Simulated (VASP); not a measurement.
# Sb (Pm-3m) in VASP: relaxation of cell and atoms with r2SCAN

Aim: the relaxation of cell and atoms of Sb with r2SCAN.

Everything below comes from runs of VASP 6.6.1. Logs are shortened: lines on timing, memory, paths and dates and some standing lists are left out, and cuts for length are marked.

### 1 The cell of the first run

It takes space group Pm-3m (No. 221, cubic). The conventional cell has a = 3.160 Å, b = 3.160 Å, c = 3.160 Å, α = 90.00°, β = 90.00°, γ = 90.00°. Within 4.2 Å of Sb (site symmetry m-3m) lie 6 Sb at 3.16 Å.

This isn't the form of Sb at room conditions, which is rhombohedral.

### 2 Relaxation of cell and atoms, r2SCAN, target pressure 20 GPa, at which the enthalpy is minimised

Contents of POSCAR:

```
Sb
1.0
    3.1600000000      0.0000000000      0.0000000000
    0.0000000000      3.1600000000      0.0000000000
    0.0000000000      0.0000000000      3.1600000000
Sb
1
Direct
    0.0000000000      0.0000000000      0.0000000000
```

Contents of INCAR.step1:

```
PREC = Accurate
ENCUT = 600
ISMEAR = 0
SIGMA = 0.1
LREAL = False
LASPH = True
NELM = 100
GGA = PE
ALGO = Normal
EDIFF = 1E-4
LWAVE = True
LCHARG = False
```

Contents of INCAR.step2:

```
PREC = Accurate
ENCUT = 600
EDIFF = 1E-6
ISMEAR = 0
SIGMA = 0.1
LREAL = False
LASPH = True
NELM = 100
ALGO = Normal
ISIF = 3
LWAVE = False
LCHARG = False
METAGGA = R2SCAN
LMIXTAU = True
IBRION = 2
NSW = 80
EDIFFG = -0.02
PSTRESS = 200.0
ISTART = 1
```

Contents of KPOINTS:

```
regular mesh
0
Gamma
  14 14 14
```

Potentials or basis: VASP PAW PBE potentials, release 64 (Sb).

On the command line:

```bash
cat potpaw_PBE.64/Sb/POTCAR > POTCAR
cp INCAR.step1 INCAR
mpirun -np 1 vasp_std > vasp.out
cp INCAR.step2 INCAR
mpirun -np 1 vasp_std > vasp.out
```

OUTCAR:

```text
PREC = Accurate
   ENCUT = 600
   EDIFF = 1E-6
   ISMEAR = 0
   LREAL = False
   LASPH = True
   NELM = 100
   ISIF = 3
   METAGGA = R2SCAN
   IBRION = 2
   NSW = 80
   EDIFFG = -0.02
   PSTRESS = 200.0
   ISTART = 1

 ion  position               nearest neighbor table
   1  0.000  0.000  0.000-

  LATTYP: Found a simple cubic cell.
 ALAT       =     3.1600000000

  Lattice vectors:

 A1 = (   3.1600000000,   0.0000000000,   0.0000000000)
 A2 = (   0.0000000000,   3.1600000000,   0.0000000000)
 A3 = (   0.0000000000,   0.0000000000,   3.1600000000)

Analysis of symmetry for initial positions (statically):
=====================================================================
 Subroutine PRICEL returns:
 Original cell was already a primitive cell.

 Routine SETGRP: Setting up the symmetry group for a
 simple cubic supercell.

 Subroutine GETGRP returns: Found 48 space group operations
 (whereof 48 operations were pure point group operations)
 out of a pool of 48 trial point group operations.

The static configuration has the point symmetry O_h .

Analysis of symmetry for dynamics (positions and initial velocities):
=====================================================================
 Subroutine PRICEL returns:
 Original cell was already a primitive cell.

 Routine SETGRP: Setting up the symmetry group for a
 simple cubic supercell.

 Subroutine GETGRP returns: Found 48 space group operations
 (whereof 48 operations were pure point group operations)
 out of a pool of 48 trial point group operations.

The dynamic configuration has the point symmetry O_h .

 Subroutine INISYM returns: Found 48 space group operations
 (whereof 48 operations are pure point group operations),
 and found     1 'primitive' translations

----------------------------------------------------------------------------------------

                                     Primitive cell

  volume of cell :      31.5545

  direct lattice vectors                    reciprocal lattice vectors
     3.160000000  0.000000000  0.000000000     0.316455696  0.000000000  0.000000000
     0.000000000  3.160000000  0.000000000     0.000000000  0.316455696  0.000000000
     0.000000000  0.000000000  3.160000000     0.000000000  0.000000000  0.316455696

  length of vectors
     3.160000000  3.160000000  3.160000000     0.316455696  0.316455696  0.316455696

  position of ions in fractional coordinates (direct lattice)
     0.000000000  0.000000000  0.000000000

  ion indices of the primitive-cell ions
   primitive index   ion index
                 1           1

----------------------------------------------------------------------------------------

 KPOINTS: regular mesh

Automatic generation of k-mesh.
 Grid dimensions read from file:
 generate k-points for:   14   14   14

 Generating k-lattice:

  Cartesian coordinates                     Fractional coordinates (reciprocal lattice)
     0.022603978  0.000000000  0.000000000     0.071428571  0.000000000  0.000000000
     0.000000000  0.022603978  0.000000000     0.000000000  0.071428571  0.000000000
     0.000000000  0.000000000  0.022603978     0.000000000  0.000000000  0.071428571

  Length of vectors
     0.022603978  0.022603978  0.022603978

  Shift w.r.t. Gamma in fractional coordinates (k-lattice)
     0.000000000  0.000000000  0.000000000

 Subroutine IBZKPT returns following result:
 ===========================================

 Found    120 irreducible k-points:

 Following reciprocal coordinates:
            Coordinates               Weight
  0.000000  0.000000  0.000000      1.000000
  0.071429  0.000000  0.000000      6.000000
  0.142857  0.000000  0.000000      6.000000
  0.214286  0.000000  0.000000      6.000000
  0.285714  0.000000  0.000000      6.000000
  0.357143  0.000000  0.000000      6.000000
[... 16 lines left out ...]
  0.285714  0.214286  0.000000     24.000000
  0.357143  0.214286  0.000000     24.000000
 [... further k-points ...]
   k-points           NKPTS =    120   k-points in BZ     NKDIM =    120   number of bands    NBANDS=      6
   number of dos      NEDOS =    301   number of ions     NIONS =      1
   total plane-waves  NPLWV =  21952
   dimension x,y,z NGX =    28 NGY =   28 NGZ =   28
   dimension x,y,z NGXF=    56 NGYF=   56 NGZF=   56
   ions per type =               1
   NGX,Y,Z   is equivalent  to a cutoff of  14.73, 14.73, 14.73 a.u.
   NGXF,Y,Z  is equivalent  to a cutoff of  29.46, 29.46, 29.46 a.u.
 SYSTEM =  unknown system
   PREC   = accura    normal or accurate (medium, high low for compatibility)
   ISTART =      1    job   : 0-new  1-cont  2-samecut
   ICHARG =      0    charge: 1-file 2-atom 10-const
   ISPIN  =      1    spin polarized calculation?
   LNONCOLLINEAR =      F non collinear calculations
   LSORBIT =      F    spin-orbit coupling
   LASPH  =      T    aspherical Exc in radial PAW
   ENCUT  =  600.0 eV  44.10 Ry    6.64 a.u.   6.31  6.31  6.31*2*pi/ulx,y,z
   NELM   =    100;   NELMIN=  2; NELMDL=  0     # of ELM steps
   EDIFF  = 0.1E-05   stopping-criterion for ELM
   LREAL  =      F    real-space projection
   EDIFFG = -.2E-01   stopping-criterion for IOM
   NSW    =     80    number of steps for IOM
   IBRION =      2    ionic relax: 0-MD 1-quasi-New 2-CG
   NFREE  =      1    steps in history (QN), initial steepest desc. (CG)
   ISIF   =      3    stress and relaxation
   ISYM   =      2    0-nonsym 1-usesym 2-fastsym
   POTIM  = 0.5000    time-step for ionic-motion
   TEBEG  =    0.0;   TEEND  =   0.0 temperature during run
   PSTRESS=  200.0 pullay stress
   NELECT =       5.0000    total number of electrons
   NUPDOWN=      -1.0000    fix difference up-down
   EMIN   =  10.00;   EMAX   =-10.00  energy-range for DOS
   EFERMI =   0.00;   METHOD = LEGACY
   ISMEAR =     0;   SIGMA  =   0.10  broadening in eV -4-tet -1-fermi 0-gaus
   EFERMI_NEDOS =   21; number of points for ismear=-14 and -15
   IALGO  =     38    algorithm
   IMIX   =      4    mixing-type and parameters
     AMIX     =   0.40;   BMIX     =  1.00
     AMIX_MAG =   1.60;   BMIX_MAG =  1.00
  volume/ion in A,a.u.               =      31.55       212.94
  Fermi-wavevector in a.u.,A,eV,Ry     =   0.885886  1.674081 10.677766  0.784794
  Thomas-Fermi vector in A             =   2.006979
   LORBIT       =      0    0 simple, 1 ext, 2 COOP (PROOUT), +10 PAW based schemes
   METAGGA = R2SCAN    functional components
   LHFCALC =     F    Hartree Fock is set to
   AEXX    =    0.0000 exact exchange contribution
   IVDW    =     0    specifies the selected vdW correction
   LEPSILON=     F    determine dielectric tensor
   LRPA    =     F    only Hartree local field effects (RPA)
 conjugate gradient relaxation of ions
 non-spin polarized calculation
 Gauss-broadening in eV      SIGMA  =   0.10
  energy-cutoff  :      600.00
  volume of cell :       31.55
 maximum number of plane-waves:      1070
 NGX is ok and might be reduce to    28
   NGX = 13   NGY = 13   NGZ = 13

--------------------------------------- Ionic step        1  -------------------------------------------

 number of electron       5.0000000 magnetization

 Free energy of the ion-electron system (eV)
  ---------------------------------------------------
  ext. energy  EPLUGINS =         0.00000000
  ---------------------------------------------------
  free energy    TOTEN  =       -25.62057122 eV

  energy without entropy =      -25.61765866  energy(sigma->0) =      -25.61911494

 E-fermi :   6.2889     XC(G=0):  -9.8571

 val. band max:        6.2677314689   @ k =   0.2143   0.2143   0.2143
 cond. band min:       6.2950629846   @ k =   0.5000   0.2857   0.2143
 fundamental gap:      0.0273315157
 Fermi energy:         6.2889185830

 k-point     1 :       0.0000    0.0000    0.0000
  band No.  band energies     occupation
      1      -6.1750      2.00000
      2       9.6533      0.00000
      3       9.6533      0.00000
      4       9.6533      0.00000
      5      13.5642      0.00000
      6      13.5642      0.00000

 k-point     2 :       0.0714    0.0000    0.0000
  band No.  band energies     occupation
      1      -6.1013      2.00000
      2       8.7358      0.00000
      3       9.7251      0.00000
      4       9.7251      0.00000
      5      13.6235      0.00000
      6      14.1739      0.00000
[... 562 lines left out ...]
  FREE ENERGIE OF THE ION-ELECTRON SYSTEM (eV)
  ---------------------------------------------------
  free  energy   TOTEN  =       -25.4226434384 eV

  energy  without entropy=      -25.4203375026  energy(sigma->0) =      -25.42149047

  enthalpy is  TOTEN    =       -22.3725563598 eV   P V=        3.0500870786

--------------------------------------- Ionic step        5  -------------------------------------------

 number of electron       5.0000000 magnetization

 Free energy of the ion-electron system (eV)
  ---------------------------------------------------
  ext. energy  EPLUGINS =         0.00000000
  ---------------------------------------------------
  free energy    TOTEN  =       -25.36881685 eV

  energy without entropy =      -25.36651896  energy(sigma->0) =      -25.36766791

 E-fermi :  10.1701     XC(G=0): -11.1155

 val. band max:       10.1645254051   @ k =   0.2857   0.2143   0.0714
 cond. band min:      10.1733273771   @ k =   0.5000   0.2857   0.2143
 fundamental gap:      0.0088019719
 Fermi energy:        10.1700742837

 k-point     1 :       0.0000    0.0000    0.0000
  band No.  band energies     occupation
      1      -4.8059      2.00000
      2      14.1727      0.00000
      3      14.1727      0.00000
      4      14.1727      0.00000
      5      17.6266      0.00000
      6      17.6266      0.00000

 k-point     2 :       0.0714    0.0000    0.0000
  band No.  band energies     occupation
      1      -4.7094      2.00000
      2      12.9046      0.00000
      3      14.2752      0.00000
      4      14.2752      0.00000
      5      17.6930      0.00000
      6      18.5335      0.00000
[... 220 lines left out ...]
 POSITION                                       TOTAL-FORCE (eV/Angst)
 -----------------------------------------------------------------------------------
      0.00000      0.00000      0.00000         0.000000     -0.000000      0.000000
 -----------------------------------------------------------------------------------
    total drift:                                0.000000      0.000000      0.000000

  FREE ENERGIE OF THE ION-ELECTRON SYSTEM (eV)
  ---------------------------------------------------
  free  energy   TOTEN  =       -25.3688168509 eV

  energy  without entropy=      -25.3665189646  energy(sigma->0) =      -25.36766791

  enthalpy is  TOTEN    =       -22.3763892820 eV   P V=        2.9924275690

 reached required accuracy - stopping structural energy minimisation
```

Wall time 2.6 min (1 thread of Intel Xeon 6975P-C (Granite Rapids), shared host); peak memory 0.2 GiB.

What came out:

```yaml
Free_energy: -25.3688 eV
Relaxed_volume: 23.97 Å³/atom
Relaxed_cell: a = 2.883 Å, b = 2.883 Å, c = 2.883 Å, α = 90.00°, β = 90.00°, γ = 90.00°
Space_group_after_relaxing_to_0.1_Å: Pm-3m (No. 221)
Energy_change_on_relaxing_the_run_minimises_the_enthalpy: +251.8 meV/atom
Ionic_steps: 5
Pressure_after_relaxing: 20.1 GPa
Band_gap_on_the_k_mesh: zero (an odd number of electrons rules out a gap without spin polarisation)
```

Step by step:
| step | energy change (eV) | largest force (eV/Å) | pressure (GPa) | volume (Å³) |
| --- | --- | --- | --- | --- |
| 1 | 0.0000 | 0.0000 | -3.54 | 31.55 |
| 2 | 5.0292 | 0.0000 | 208.76 | 14.76 |
| 3 | 0.1386 | 0.0000 | 14.09 | 25.04 |
| 4 | 0.1979 | 0.0000 | 17.33 | 24.43 |
| 5 | 0.2518 | 0.0000 | 20.09 | 23.97 |

Final structure:
```xyz
1
Lattice="2.8834 0.0000 0.0000 0.0000 2.8834 0.0000 0.0000 0.0000 2.8834" Properties=species:S:1:pos:R:3 pbc="T T T"
Sb    0.0000    0.0000    0.0000
```

Caveat: the cell is relaxed towards a set pressure, so the run minimises the enthalpy, not the energy; the volume moved by over 15 % at a fixed basis, so the end points are rough; the PAW data sets were made with another functional, which shifts forces and pressure a little; spin-orbit coupling is left out, which moves the levels of the heavy elements.
